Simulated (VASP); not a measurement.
Runs of VASP 6.6.1 on NaBe. The structure is that of space group Fd-3m (No. 227), or close to it. The cells are those of the table. 

```tsv
task	cell	k mesh	cutoff (eV)	gap on the mesh (eV)	pressure (GPa)	relaxed volume (Å³/atom)
single point	a = 4.415 Å, angles 60.0°, 4 atoms	6 × 6 × 6	520	none	4.9	-
single point	a = 4.588 Å, angles 60.0°, 4 atoms	6 × 6 × 6	520	none	0.2	-
single point	a = 4.594 Å, angles 60.0°, 4 atoms	12 × 12 × 12	520	none	0.0	-
relaxation of cell and atoms	relaxed from a = 4.588 Å, angles 60.0°, 4 atoms	12 × 12 × 12	600	none	0.1	17.11
relaxation of cell and atoms	relaxed from a = 4.415 Å, angles 60.0°, 4 atoms	6 × 6 × 6	600	none	0.2	(a)
```

Alike in all rows: level PBE; potentials or basis VASP PAW PBE potentials, release 64 (Na_pv, Be); no spin polarisation; smearing gaussian 0.1 eV.

Fill in the values left out.

(a) 17.02.

Caveats: the cell stands under pressure (at least some runs).

A gap of «none» marks levels without a gap at the run's occupations.
